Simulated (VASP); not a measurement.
Runs of VASP 6.6.1 on CuO. The structure is that of space group Cccm (No. 66), or close to it. The cells are those of the table. 

```csv
level,potentials or basis,U,cell,k mesh,cutoff (eV),gap on the mesh (eV),pressure (GPa)
PBEsol,"VASP PAW PBE potentials, release 64 (Cu_sv_GW, O_h)",-,"a = 2.962, b = 2.962, c = 5.156 Å, angles 90.0, 90.0, 94.5°, 4 atoms",8 × 8 × 5,1340,none,-8.8
LDA,"VASP PAW LDA potentials, release 64 (Cu_sv_GW, O)",-,"a = 2.933, b = 2.933, c = 5.156 Å, angles 90.0, 90.0, 94.5°, 4 atoms",9 × 9 × 5,820,none,(a)
LDA,"VASP PAW LDA potentials, release 64 (Cu_sv_GW, O)",-,"a = 2.990, b = 2.990, c = 5.257 Å, angles 90.0, 90.0, 94.5°, 4 atoms",9 × 9 × 5,820,none,-19.3
PBE,"VASP PAW PBE potentials, release 64 (Cu_sv_GW, O)",-,"a = 2.874, b = 2.874, c = 5.156 Å, angles 90.0, 90.0, 94.5°, 4 atoms",8 × 8 × 5,820,none,6.6
RPBE,"VASP PAW PBE potentials, release 64 (Cu_sv_GW, O)",-,"a = 2.971, b = 2.971, c = 5.224 Å, angles 90.0, 90.0, 94.5°, 4 atoms",9 × 9 × 5,820,none,-0.1
PBE+U,"VASP PAW PBE potentials, release 64 (Cu_sv_GW, O)",Cu d U = 8.0 eV,"a = 2.933, b = 2.933, c = 5.156 Å, angles 90.0, 90.0, 94.5°, 4 atoms",9 × 9 × 5,820,none,(b)
PBE,"VASP PAW PBE potentials, release 64 (Cu_sv_GW, O)",-,"a = 3.050, b = 3.050, c = 5.156 Å, angles 90.0, 90.0, 94.5°, 4 atoms",7 × 7 × 5,820,none,-8.4
```

Alike in all rows: task single point; no spin polarisation; smearing fermi-dirac 0.05 eV.

**Question.** Fill in the values left out.

**Answer.** (a) -12.5; (b) 0.3.

Caveats: semilocal functionals often make such compounds metallic where correlation or magnetic order opens a gap, which also shifts bond lengths (at least some runs); the cell stands under tension (at least some runs); the PAW data sets were made with another functional, which shifts forces and pressure a little (at least some runs); the stress differs along the axes, from -24 to -16 GPa (at least some runs); the cell stands under pressure (at least some runs); U without spin polarisation on a metal has little footing (at least some runs).

A gap of «none» marks levels without a gap at the run's occupations.
